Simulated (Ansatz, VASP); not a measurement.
YInC6N6: VASP beside Ansatz

```
CELL_PARAMETERS angstrom
0.00000 5.38100 5.38100
5.38100 0.00000 5.38100
5.38100 5.38100 0.00000
ATOMIC_POSITIONS crystal
Y 0.50000 0.50000 0.50000
In 0.00000 0.00000 0.00000
C 0.81407 0.18593 0.18593
C 0.18593 0.81407 0.18593
C 0.18593 0.18593 0.81407
C 0.18593 0.81407 0.81407
C 0.81407 0.18593 0.81407
C 0.81407 0.81407 0.18593
N 0.70535 0.29465 0.29465
N 0.29465 0.70535 0.29465
N 0.29465 0.29465 0.70535
N 0.29465 0.70535 0.70535
N 0.70535 0.29465 0.70535
N 0.70535 0.70535 0.29465
```

Alike in both runs: task single point; functional PBE; k mesh 4 × 4 × 4; occupations gaussian, width 0.1 eV; no spin polarisation.

|  | VASP | Ansatz |
| --- | --- | --- |
| version | VASP 6.6.1 | Ansatz 0.2.0 |
| potentials or method | VASP PAW PBE potentials, release 64 (Y_sv, In_d, C, N), cutoff 520 eV | scalar-relativistic, plane waves, PAW |
| valence electrons in the cell | 78 | 78 |

VASP gave:

```
gap on the k mesh at the Fermi level (eV) : 2.86
least direct gap on the mesh (eV)         : 2.94
pressure (GPa)                            : 16.8
rms of the force components (eV/Å)        : 2.197
```

Q: Estimate Ansatz's values.

A: gap on the k mesh at the Fermi level (eV): 2.87; least direct gap on the mesh (eV): 2.95; pressure (GPa): 16.5; rms of the force components (eV/Å): 2.391.

Atom by atom the forces differ by 0.216 eV/Å (rms over components).

Noted on VASP's run: the standard files for N, O and F lose accuracy on very short bonds.
